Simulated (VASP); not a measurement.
# B3Sb2P (I4/mmm) in VASP: notebook, part 2 of 2

VASP 6.6.1. The steps go on from the part before.

### 3 Single point, PBE

This run uses another cell than the first one, of 16.60 Å³/atom.

Contents of INCAR:

```
PREC     = Accurate       # precision mode
ENCUT    = 520            # plane-wave cutoff, eV
EDIFF    = 1E-6           # SCF threshold, eV
ISMEAR   = 0              # smearing method
SIGMA    = 0.1            # smearing width, eV
LREAL    = False          # projectors in reciprocal space
LASPH    = True           # aspherical terms in the spheres
NELM     = 60             # most SCF steps
ALGO     = Normal         # electronic algorithm
ISIF     = 2              # what is computed and relaxed
LWAVE    = False          # write WAVECAR
LCHARG   = False          # write CHGCAR
GGA      = PE             # functional
NBANDS   = 21             # bands
```

Contents of KPOINTS:

```
regular mesh
0
Gamma
  6 6 6
```

Contents of POSCAR:

```
B3Sb2P
1.0
   -2.2344003100      2.2344003100      4.9886823000
    2.2344003100     -2.2344003100      4.9886823000
    2.2344003100      2.2344003100     -4.9886823000
B Sb P
3 2 1
Direct
    0.7500000000      0.2500000000      0.5000000000
    0.2500000000      0.7500000000      0.5000000000
    0.5000000000      0.5000000000      0.0000000000
    0.6722758200      0.6722758200      0.0000000000
    0.3277241800      0.3277241800      0.0000000000
    0.0000000000      0.0000000000      0.0000000000
```

Potentials or basis: VASP PAW PBE potentials, release 64 (B, Sb, P).

Launch:

```
$ cat potpaw_PBE.64/B/POTCAR potpaw_PBE.64/Sb/POTCAR potpaw_PBE.64/P/POTCAR > POTCAR
$ mpirun -np 1 vasp_std > vasp.out
```

OUTCAR:

```text
PREC = Accurate
   ENCUT = 520
   EDIFF = 1E-6
   ISMEAR = 0
   LREAL = False
   LASPH = True
   NELM = 60
   ISIF = 2
   GGA = PE

 ion  position               nearest neighbor table
   1  0.750  0.250  0.500-   5 2.37   4 2.37   5 2.37   4 2.37
   2  0.250  0.750  0.500-   5 2.37   4 2.37   5 2.37   4 2.37
   3  0.500  0.500  0.000-   4 1.72   5 1.72
   4  0.672  0.672  0.000-   3 1.72   1 2.37   2 2.37   1 2.37   2 2.37   6 3.27   5 3.44   5 3.52
                             5 3.52   5 3.52   5 3.52
   5  0.328  0.328  0.000-   3 1.72   2 2.37   1 2.37   2 2.37   1 2.37   6 3.27   4 3.44   4 3.52
                             4 3.52   4 3.52   4 3.52
   6  0.000  0.000  0.000-   4 3.27   5 3.27

  LATTYP: Found a body centered tetragonal cell.
 ALAT       =     4.4688006200
 C/A-ratio  =     2.2326716827

  Lattice vectors:

 A1 = (  -2.2344003100,   2.2344003100,   4.9886823000)
 A2 = (   2.2344003100,  -2.2344003100,   4.9886823000)
 A3 = (   2.2344003100,   2.2344003100,  -4.9886823000)

Analysis of symmetry for initial positions (statically):
=====================================================================
 Subroutine PRICEL returns:
 Original cell was already a primitive cell.

 Routine SETGRP: Setting up the symmetry group for a
 body centered tetragonal supercell.

 Subroutine GETGRP returns: Found 16 space group operations
 (whereof 16 operations were pure point group operations)
 out of a pool of 16 trial point group operations.

The static configuration has the point symmetry D_4h.

Analysis of symmetry for dynamics (positions and initial velocities):
=====================================================================
 Subroutine PRICEL returns:
 Original cell was already a primitive cell.

 Routine SETGRP: Setting up the symmetry group for a
 body centered tetragonal supercell.

 Subroutine GETGRP returns: Found 16 space group operations
[... 132 lines left out ...]
  volume/ion in A,a.u.               =      16.60       112.05
  Fermi-wavevector in a.u.,A,eV,Ry     =   1.018644  1.924959 14.117903  1.037637
  Thomas-Fermi vector in A             =   2.152114
   LORBIT       =      0    0 simple, 1 ext, 2 COOP (PROOUT), +10 PAW based schemes
   GGA     = PE    functional components
   LHFCALC =     F    Hartree Fock is set to
   AEXX    =    0.0000 exact exchange contribution
   IVDW    =     0    specifies the selected vdW correction
   LEPSILON=     F    determine dielectric tensor
   LRPA    =     F    only Hartree local field effects (RPA)
 non-spin polarized calculation
 Gauss-broadening in eV      SIGMA  =   0.10
  energy-cutoff  :      520.00
  volume of cell :       99.62
 maximum number of plane-waves:      2738
 NGX is ok and might be reduce to    48
   NGX = 21   NGY = 21   NGZ = 21

 number of electron      24.0000000 magnetization

 Free energy of the ion-electron system (eV)
  ---------------------------------------------------
  ext. energy  EPLUGINS =         0.00000000
  ---------------------------------------------------
  free energy    TOTEN  =       -19.04707188 eV

  energy without entropy =      -19.01995537  energy(sigma->0) =      -19.03351363

 E-fermi :   6.4658     XC(G=0): -10.2601

 val. band max:        6.4467556065   @ k =  -0.3333   0.5000   0.3333
 cond. band min:       6.4700202445   @ k =  -0.3333   0.1667  -0.0000
 fundamental gap:      0.0232646380
 Fermi energy:         6.4657689918

 k-point     1 :       0.0000    0.0000    0.0000
  band No.  band energies     occupation
      1      -7.1930      2.00000
      2      -3.2053      2.00000
      3      -1.9098      2.00000
      4      -1.1604      2.00000
      5       1.4858      2.00000
      6       1.4858      2.00000
[... 565 lines left out ...]
     20      12.0063      0.00000
     21      13.7015      0.00000

 [... further k-points ...]

------------------------ aborting loop because EDIFF is reached ----------------------------------------

  FORCE on cell =-STRESS in cart. coord.  units (eV):
  Direction    XX          YY          ZZ          XY          YZ          ZX
  --------------------------------------------------------------------------------------
  -------------------------------------------------------------------------------------
  Total       -0.2117256     -0.2117256     54.8069706      0.0000000      0.0000000      0.0000000
  in kB       -3.4049926     -3.4049926    881.4112220      0.0000000      0.0000000      0.0000000
  external PRESSURE =     291.5337456 kB  Pullay stress =       0.0000000 kB

 VOLUME and BASIS-vectors are now :
 -----------------------------------------------------------------------------
  energy-cutoff  :      520.00
  volume of cell :       99.62
      direct lattice vectors                 reciprocal lattice vectors
    -2.234400310  2.234400310  4.988682300     0.000000000  0.223773689  0.100226868
     2.234400310 -2.234400310  4.988682300     0.223773689  0.000000000  0.100226868
     2.234400310  2.234400310 -4.988682300     0.223773689  0.223773689  0.000000000

 POSITION                                       TOTAL-FORCE (eV/Angst)
 -----------------------------------------------------------------------------------
      0.00000      2.23440      2.49434        -0.000000     -0.000000      0.000000
      2.23440      0.00000      2.49434        -0.000000     -0.000000     -0.000000
      0.00000      0.00000      4.98868        -0.000000     -0.000000      0.000000
      0.00000      0.00000      6.70754         0.000000      0.000000     13.904823
      0.00000      0.00000      3.26982        -0.000000     -0.000000    -13.904823
      0.00000      0.00000      0.00000        -0.000000     -0.000000      0.000000
 -----------------------------------------------------------------------------------
    total drift:                                0.000000      0.000000     -0.000000

  FREE ENERGIE OF THE ION-ELECTRON SYSTEM (eV)
  ---------------------------------------------------
  free  energy   TOTEN  =       -19.0470718782 eV

  energy  without entropy=      -19.0199553742  energy(sigma->0) =      -19.03351363
```

Wall time 1.9 min (1 thread of Intel Xeon 6975P-C (Granite Rapids), shared host); peak memory 0.33 GiB.

Results:

```yaml
Free_energy: -19.0471 eV
Pressure: 29.2 GPa
Largest_force: 13.905 eV/Å
Band_gap_on_the_k_mesh: zero (bands 12 and 13 overlap by 1.97 eV)
```

Forces on the atoms (eV/Å):
```
B     0.000   0.000   0.000
B     0.000   0.000   0.000
B     0.000   0.000   0.000
Sb    0.000   0.000  13.905
Sb    0.000   0.000 -13.905
P     0.000   0.000   0.000
```

Levels at points of the mesh, in eV from the Fermi level:
| k point | band 10 | band 11 | band 12 | band 13 | band 14 | band 15 |
| --- | --- | --- | --- | --- | --- | --- |
| (0.00, 0.00, 0.00) | -3.12 | -0.38 | -0.38 | 0.21 | 0.44 | 2.73 |
| (0.50, 0.00, 0.00) | -1.78 | -1.10 | -0.36 | -0.25 | 0.25 | 1.45 |
| (0.50, 0.50, 0.00) | -1.94 | 0.25 | 1.45 | 2.00 | 2.20 | 2.26 |
| (0.50, 0.50, 0.50) | -0.89 | -0.50 | -0.50 | 0.02 | 0.48 | 1.23 |

Caveat: the stress differs along the axes, from -0 to 88 GPa; spin-orbit coupling is left out, which moves the levels of the heavy elements; forces of over 1 eV/Å act on the atoms, so gaps and moduli don't describe the material at rest.

The gap in the log of VASP goes by the Fermi energy; the results here count the filled bands.